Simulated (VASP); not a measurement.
A run of VASP 6.6.1:

POSCAR

```
ZrSnI6
1.0
    3.6775223317      2.1232185065      6.7330043864
   -3.6775223317      2.1232185065      6.7330043864
    0.0000000000     -4.2464370180      6.7330043848
Zr Sn I
1 1 6
Direct
    0.5000000000      0.5000000000      0.5000000000
    0.0000000000      0.0000000000      0.0000000000
    0.5569141444      0.9122828072      0.2709820284
    0.9122828072      0.2709820284      0.5569141444
    0.7290179716      0.4430858556      0.0877171928
    0.0877171928      0.7290179716      0.4430858556
    0.4430858556      0.0877171928      0.7290179716
    0.2709820284      0.5569141444      0.9122828072
```

INCAR.step1

```
SYSTEM = ZrSnI6
  PREC = Accurate
  ENCUT = 520
  ISMEAR = -1
  SIGMA = 0.03
  LREAL = .False.
  LASPH = .True.
  NELM = 60
  NBANDS = 44
  GGA = PE
  ALGO = Normal
  EDIFF = 1E-4
  LWAVE = .True.
  LCHARG = .False.
```

The input INCAR.step2:

```
SYSTEM = ZrSnI6
  PREC = Accurate
  ENCUT = 520
  EDIFF = 1E-7
  ISMEAR = -1
  SIGMA = 0.03
  LREAL = .False.
  LASPH = .True.
  NELM = 60
  ALGO = Normal
  ISIF = 2
  LWAVE = .False.
  LCHARG = .True.
  METAGGA = R2SCAN
  LMIXTAU = .True.
  LUSE_VDW = .True.
  IVDW_NL = 2
  BPARAM = 11.95
  CPARAM = 0.0093
  LELF = .True.
  LVHAR = .True.
  NBANDS = 44
  ISTART = 1
```

File KPOINTS:

```
Automatic mesh
0
Gamma
  4 4 4
  0 0 0
```

Potentials or basis: VASP PAW PBE potentials, release 64 (Zr_sv, Sn_d, I).

The run is started by

```console
$ cat potpaw_PBE.64/Zr_sv/POTCAR potpaw_PBE.64/Sn_d/POTCAR potpaw_PBE.64/I/POTCAR > POTCAR
$ cp INCAR.step1 INCAR
$ mpirun -np 1 vasp_std > vasp.out
$ cp INCAR.step2 INCAR
$ mpirun -np 1 vasp_std > vasp.out
```

Hardware: 1 thread of AMD EPYC 9R45 96-Core Processor (Zen 5) (shared host).

Question: How long does it take, and how much memory?

Answer: It took 19 min on 1 thread of AMD EPYC 9R45 96-Core Processor (Zen 5), with other jobs on the host, peak memory 1.3 GiB. Counts: k points 14.
